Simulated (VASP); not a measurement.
# Lu (Fm-3m) in VASP: single point with PBE

Aim: the single point of Lu with PBE.

All numbers are computed with VASP 6.6.1; they aren't measurements. Logs are shortened: lines on timing, memory, paths and dates and some standing lists are left out, and cuts for length are marked.

**1. The cell of the first run**

It takes space group Fm-3m (No. 225, cubic). Conventional cell: a = 4.883 Å, b = 4.883 Å, c = 4.883 Å, α = 90.00°, β = 90.00°, γ = 90.00°. Within 4.5 Å of Lu (site symmetry m-3m) lie 12 Lu at 3.45 Å.

**2. Single point, PBE**

The input, INCAR:

```
ALGO     = Normal         # electronic algorithm
EDIFF    = 1E-7           # SCF threshold, eV
ENCUT    = 520            # plane-wave cutoff, eV
GGA      = PE             # functional
ISIF     = 2              # what is computed and relaxed
ISMEAR   = -1             # smearing method
LASPH    = T              # aspherical terms in the spheres
LCHARG   = T              # write CHGCAR
LELF     = T              # ELF
LREAL    = F              # projectors in reciprocal space
LVHAR    = T            
LWAVE    = F              # write WAVECAR
NBANDS   = 18             # bands
NELM     = 60             # most SCF steps
PREC     = Accurate       # precision mode
SIGMA    = 0.1            # smearing width, eV
```

The input, KPOINTS:

```
k-points
0
Gamma
  6 6 6
```

The input, POSCAR:

```
Lu
1.0
    0.0000000000      2.4412811536      2.4412811536
    2.4412811536      0.0000000000      2.4412811536
    2.4412811536      2.4412811536      0.0000000000
Lu
1
Direct
    0.0000000000      0.0000000000      0.0000000000
```

Potentials or basis: VASP PAW PBE potentials, release 64 (Lu).

Command:

```
> cat potpaw_PBE.64/Lu/POTCAR > POTCAR
> mpirun -np 1 vasp_std > vasp.out
```

OUTCAR:

```text
EDIFF = 1E-7
   ENCUT = 520
   GGA = PE
   ISIF = 2
   ISMEAR = -1
   LASPH = T
   LREAL = F
   NELM = 60
   PREC = Accurate

 ion  position               nearest neighbor table
   1  0.000  0.000  0.000-

  LATTYP: Found a face centered cubic cell.
 ALAT       =     4.8825623072

  Lattice vectors:

 A1 = (   0.0000000000,   2.4412811536,   2.4412811536)
 A2 = (   2.4412811536,   0.0000000000,   2.4412811536)
 A3 = (   2.4412811536,   2.4412811536,   0.0000000000)

Analysis of symmetry for initial positions (statically):
[... 5 lines left out ...]
 face centered cubic supercell.

 Subroutine GETGRP returns: Found 48 space group operations
 (whereof 48 operations were pure point group operations)
 out of a pool of 48 trial point group operations.

The static configuration has the point symmetry O_h .

Analysis of symmetry for dynamics (positions and initial velocities):
[... 5 lines left out ...]
 face centered cubic supercell.

 Subroutine GETGRP returns: Found 48 space group operations
 (whereof 48 operations were pure point group operations)
 out of a pool of 48 trial point group operations.

The dynamic configuration has the point symmetry O_h .

 Subroutine INISYM returns: Found 48 space group operations
 (whereof 48 operations are pure point group operations),
 and found     1 'primitive' translations

----------------------------------------------------------------------------------------

                                     Primitive cell

  volume of cell :      29.0994

  direct lattice vectors                    reciprocal lattice vectors
     0.000000000  2.441281154  2.441281154    -0.204810494  0.204810494  0.204810494
     2.441281154  0.000000000  2.441281154     0.204810494 -0.204810494  0.204810494
     2.441281154  2.441281154  0.000000000     0.204810494  0.204810494 -0.204810494

  length of vectors
     3.452492917  3.452492917  3.452492917     0.354742182  0.354742182  0.354742182

  position of ions in fractional coordinates (direct lattice)
     0.000000000  0.000000000  0.000000000

  ion indices of the primitive-cell ions
   primitive index   ion index
                 1           1

----------------------------------------------------------------------------------------

 KPOINTS: k-points

Automatic generation of k-mesh.
 Grid dimensions read from file:
 generate k-points for:    6    6    6

 Generating k-lattice:

  Cartesian coordinates                     Fractional coordinates (reciprocal lattice)
    -0.034135082  0.034135082  0.034135082     0.166666667  0.000000000  0.000000000
     0.034135082 -0.034135082  0.034135082     0.000000000  0.166666667  0.000000000
     0.034135082  0.034135082 -0.034135082     0.000000000  0.000000000  0.166666667

  Length of vectors
     0.059123697  0.059123697  0.059123697

  Shift w.r.t. Gamma in fractional coordinates (k-lattice)
     0.000000000  0.000000000  0.000000000

 Subroutine IBZKPT returns following result:
 ===========================================

 Found     16 irreducible k-points:

 Following reciprocal coordinates:
            Coordinates               Weight
  0.000000  0.000000  0.000000      1.000000
  0.166667  0.000000  0.000000      8.000000
  0.333333  0.000000  0.000000      8.000000
  0.500000  0.000000  0.000000      4.000000
  0.166667  0.166667  0.000000      6.000000
  0.333333  0.166667  0.000000     24.000000
[... 8 lines left out ...]
 -0.333333  0.333333  0.166667     24.000000
 -0.333333  0.500000  0.166667     12.000000
   k-points           NKPTS =     16   k-points in BZ     NKDIM =     16   number of bands    NBANDS=     18
   number of dos      NEDOS =    301   number of ions     NIONS =      1
   total plane-waves  NPLWV =  21952
   dimension x,y,z NGX =    28 NGY =   28 NGZ =   28
   dimension x,y,z NGXF=    56 NGYF=   56 NGZF=   56
   ions per type =               1
   NGX,Y,Z   is equivalent  to a cutoff of  13.48, 13.48, 13.48 a.u.
   NGXF,Y,Z  is equivalent  to a cutoff of  26.97, 26.97, 26.97 a.u.
 SYSTEM =  unknown system
   PREC   = accura    normal or accurate (medium, high low for compatibility)
   ISTART =      0    job   : 0-new  1-cont  2-samecut
   ICHARG =      2    charge: 1-file 2-atom 10-const
   ISPIN  =      1    spin polarized calculation?
   LNONCOLLINEAR =      F non collinear calculations
   LSORBIT =      F    spin-orbit coupling
   LASPH  =      T    aspherical Exc in radial PAW
   ENCUT  =  520.0 eV  38.22 Ry    6.18 a.u.   6.42  6.42  6.42*2*pi/ulx,y,z
   NELM   =     60;   NELMIN=  2; NELMDL= -5     # of ELM steps
   EDIFF  = 0.1E-06   stopping-criterion for ELM
   LREAL  =      F    real-space projection
   EDIFFG = 0.1E-05   stopping-criterion for IOM
   NSW    =      0    number of steps for IOM
   IBRION =     -1    ionic relax: 0-MD 1-quasi-New 2-CG
   NFREE  =      0    steps in history (QN), initial steepest desc. (CG)
   ISIF   =      2    stress and relaxation
   ISYM   =      2    0-nonsym 1-usesym 2-fastsym
   POTIM  = 0.5000    time-step for ionic-motion
   TEBEG  =    0.0;   TEEND  =   0.0 temperature during run
   PSTRESS=    0.0 pullay stress
   NELECT =      25.0000    total number of electrons
   NUPDOWN=      -1.0000    fix difference up-down
   EMIN   =  10.00;   EMAX   =-10.00  energy-range for DOS
   EFERMI =   0.00;   METHOD = LEGACY
   ISMEAR =    -1;   SIGMA  =   0.10  broadening in eV -4-tet -1-fermi 0-gaus
   EFERMI_NEDOS =   21; number of points for ismear=-14 and -15
   IALGO  =     38    algorithm
   IMIX   =      4    mixing-type and parameters
     AMIX     =   0.40;   BMIX     =  1.00
     AMIX_MAG =   1.60;   BMIX_MAG =  1.00
  volume/ion in A,a.u.               =      29.10       196.37
  Fermi-wavevector in a.u.,A,eV,Ry     =   1.556301  2.940983 32.954317  2.422074
  Thomas-Fermi vector in A             =   2.660117
   LORBIT       =      0    0 simple, 1 ext, 2 COOP (PROOUT), +10 PAW based schemes
   GGA     = PE    functional components
   LHFCALC =     F    Hartree Fock is set to
   AEXX    =    0.0000 exact exchange contribution
   IVDW    =     0    specifies the selected vdW correction
   LEPSILON=     F    determine dielectric tensor
   LRPA    =     F    only Hartree local field effects (RPA)
 non-spin polarized calculation
  energy-cutoff  :      520.00
  volume of cell :       29.10
 maximum number of plane-waves:       797
 NGX is ok and might be reduce to    28
   NGX = 13   NGY = 13   NGZ = 13

 number of electron      25.0000003 magnetization

 Free energy of the ion-electron system (eV)
  ---------------------------------------------------
  ext. energy  EPLUGINS =         0.00000000
  ---------------------------------------------------
  free energy    TOTEN  =        -4.51785514 eV

  energy without entropy =       -4.47280297  energy(sigma->0) =       -4.49532905

 E-fermi :   2.2765     XC(G=0): -10.6677

 val. band max:        2.1969868931   @ k =   0.5000   0.1667   0.0000
 cond. band min:       2.3345028832   @ k =   0.5000   0.3333   0.1667
 fundamental gap:      0.1375159901
 Fermi energy:         2.2765207235

 k-point     1 :       0.0000    0.0000    0.0000
  band No.  band energies     occupation
      1     -53.9495      2.00000
      2     -24.3728      2.00000
      3     -24.3728      2.00000
      4     -24.3728      2.00000
      5      -3.7985      2.00000
      6      -2.7541      2.00000
[... 10 lines left out ...]
     17       6.9059      0.00000
     18      12.5432      0.00000

 k-point     2 :       0.1667    0.0000    0.0000
  band No.  band energies     occupation
      1     -53.9422      2.00000
      2     -24.5015      2.00000
      3     -24.3897      2.00000
      4     -24.3897      2.00000
      5      -3.0573      2.00000
      6      -2.7405      2.00000
[... 10 lines left out ...]
     17       6.6539      0.00000
     18      13.3623      0.00000

 k-point     3 :       0.3333    0.0000    0.0000
  band No.  band energies     occupation
      1     -53.9274      2.00000
      2     -24.7490      2.00000
      3     -24.4233      2.00000
      4     -24.4233      2.00000
      5      -2.7349      2.00000
      6      -2.6930      2.00000
[... 10 lines left out ...]
     17       7.5453      0.00000
     18      11.3775      0.00000

 k-point     4 :       0.5000    0.0000    0.0000
  band No.  band energies     occupation
      1     -53.9200      2.00000
      2     -24.8684      2.00000
      3     -24.4399      2.00000
      4     -24.4399      2.00000
      5      -2.7405      2.00000
      6      -2.7085      2.00000
[... 10 lines left out ...]
     17       8.6650      0.00000
     18      10.3853      0.00000

 k-point     5 :       0.1667    0.1667    0.0000
  band No.  band energies     occupation
      1     -53.9397      2.00000
      2     -24.4977      2.00000
      3     -24.4182      2.00000
      4     -24.4182      2.00000
      5      -2.8131      2.00000
      6      -2.7337      2.00000
[... 10 lines left out ...]
     17       7.2883      0.00000
     18      14.6973      0.00000

 k-point     6 :       0.3333    0.1667    0.0000
  band No.  band energies     occupation
      1     -53.9275      2.00000
      2     -24.6790      2.00000
      3     -24.4593      2.00000
      4     -24.4574      2.00000
      5      -2.7175      2.00000
      6      -2.6962      2.00000
[... 139 lines left out ...]
 k-point    13 :       0.5000    0.5000    0.0000
  band No.  band energies     occupation
      1     -53.9103      2.00000
      2     -24.8383      2.00000
      3     -24.5524      2.00000
      4     -24.5524      2.00000
      5      -2.7040      2.00000
      6      -2.6916      2.00000
[... 10 lines left out ...]
     17       9.1827      0.00000
     18      10.6163      0.00000

 k-point    14 :       0.5000    0.3333    0.1667
  band No.  band energies     occupation
      1     -53.9176      2.00000
      2     -24.7434      2.00000
      3     -24.5741      2.00000
      4     -24.4832      2.00000
      5      -2.7098      2.00000
      6      -2.6959      2.00000
[... 10 lines left out ...]
     17       9.2320      0.00000
     18      11.2199      0.00000

 k-point    15 :      -0.3333    0.3333    0.1667
  band No.  band energies     occupation
      1     -53.9127      2.00000
      2     -24.7575      2.00000
      3     -24.6341      2.00000
      4     -24.5111      2.00000
      5      -2.7138      2.00000
      6      -2.7030      2.00000
[... 10 lines left out ...]
     17       9.6178      0.00000
     18       9.9653      0.00000

 k-point    16 :      -0.3333    0.5000    0.1667
  band No.  band energies     occupation
      1     -53.9103      2.00000
      2     -24.7682      2.00000
      3     -24.6253      2.00000
      4     -24.5567      2.00000
      5      -2.7011      2.00000
      6      -2.7007      2.00000
[... 10 lines left out ...]
     17       9.9895      0.00000
     18      10.0667      0.00000

------------------------ aborting loop because EDIFF is reached ----------------------------------------

  FORCE on cell =-STRESS in cart. coord.  units (eV):
  Direction    XX          YY          ZZ          XY          YZ          ZX
  --------------------------------------------------------------------------------------
  -------------------------------------------------------------------------------------
  Total        0.0207604      0.0207604      0.0207604     -0.0000000     -0.0000000      0.0000000
  in kB        1.1430423      1.1430423      1.1430423     -0.0000000     -0.0000000      0.0000000
  external PRESSURE =       1.1430423 kB  Pullay stress =       0.0000000 kB

 VOLUME and BASIS-vectors are now :
 -----------------------------------------------------------------------------
  energy-cutoff  :      520.00
  volume of cell :       29.10
      direct lattice vectors                 reciprocal lattice vectors
     0.000000000  2.441281154  2.441281154    -0.204810494  0.204810494  0.204810494
     2.441281154  0.000000000  2.441281154     0.204810494 -0.204810494  0.204810494
     2.441281154  2.441281154  0.000000000     0.204810494  0.204810494 -0.204810494

 POSITION                                       TOTAL-FORCE (eV/Angst)
 -----------------------------------------------------------------------------------
      0.00000      0.00000      0.00000         0.000000      0.000000      0.000000
 -----------------------------------------------------------------------------------
    total drift:                               -0.000000     -0.000000     -0.000000

  FREE ENERGIE OF THE ION-ELECTRON SYSTEM (eV)
  ---------------------------------------------------
  free  energy   TOTEN  =        -4.5178551360 eV

  energy  without entropy=       -4.4728029724  energy(sigma->0) =       -4.49532905
```

Run time: 16 s. Hardware: 1 thread of Intel Xeon 6975P-C (Granite Rapids), shared host; peak memory 0.16 GiB.

Results:

```
Free energy : -4.5179 eV
Pressure    : 0.1 GPa
```

Caveat: the k points lie up to 0.37 Å⁻¹ apart; spin-orbit coupling is left out, which moves the levels of the heavy elements.
